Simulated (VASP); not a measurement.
Write the native input for VASP 6.6.1 that does the following.

```
Task                   : relaxation of cell and atoms
Functional             : PBE
Potentials or basis    : VASP PAW PBE potentials, release 64 (Ba_sv, Ta_pv, O)
Cutoff                 : 600 eV
k mesh                 : 6 × 6 × 12
Occupations            : gaussian, width 0.1 eV
Spin                   : no spin polarisation
Dipole correction      : no
Further INCAR settings : ALGO = Normal; EDIFF = 1e-06; IBRION = 2; EDIFFG = -0.01; NSW = 100; ISIF = 3
```

The structure of BaTa3O2 lies in POSCAR:

```
BaTa3O2
1.0
    6.8900377334      0.0000000000      0.0000000000
   -3.4450188667      5.9669477102      0.0000000000
    0.0000000000      0.0000000000      2.9594743933
Ba Ta O
1 3 2
Direct
    0.0000000000      0.0000000000      0.5000000000
    0.5000000000      0.0000000000      0.0000000000
    0.0000000000      0.5000000000      0.0000000000
    0.5000000000      0.5000000000      0.0000000000
    0.3333333333      0.6666666667      0.0000000000
    0.6666666667      0.3333333333      0.0000000000
```

The input as run:

INCAR

```
SYSTEM = BaTa3O2
PREC = Accurate ; ENCUT = 600
EDIFF = 1E-6 ; ISMEAR = 0
SIGMA = 0.1 ; LREAL = .FALSE.
LASPH = .TRUE. ; NELM = 80
ALGO = Normal ; ISIF = 3
LWAVE = .FALSE. ; LCHARG = .FALSE.
GGA = PE ; IBRION = 2
NSW = 100 ; EDIFFG = -0.01
```

KPOINTS

```
Automatic mesh
0
G
  6 6 12
  0 0 0
```

Potentials or basis: VASP PAW PBE potentials, release 64 (Ba_sv, Ta_pv, O).

Run with:

```sh
$ cat potpaw_PBE.64/Ba_sv/POTCAR potpaw_PBE.64/Ta_pv/POTCAR potpaw_PBE.64/O/POTCAR > POTCAR
$ mpirun -np 1 vasp_std > vasp.out
```

Results of the run:

```
Relaxed volume                         : 20.60 Å³/atom
Relaxed cell                           : a = 6.886 Å, b = 6.886 Å, c = 3.010 Å, α = 90.00°, β = 90.00°, γ = 120.00°
Space group after relaxing (to 0.05 Å) : P6/mmm (No. 191)
Energy gained by relaxing              : 2.7 meV/atom
Ionic steps                            : 5
Pressure after relaxing                : 0.0 GPa
```

Caveat: an odd number of electrons without spin polarisation forces a metal; a magnetic or distorted state may lie lower.

It took 19 min on 1 thread of Oxide Virtual Turin-like Processor, with other jobs on the host, peak memory 0.4 GiB.
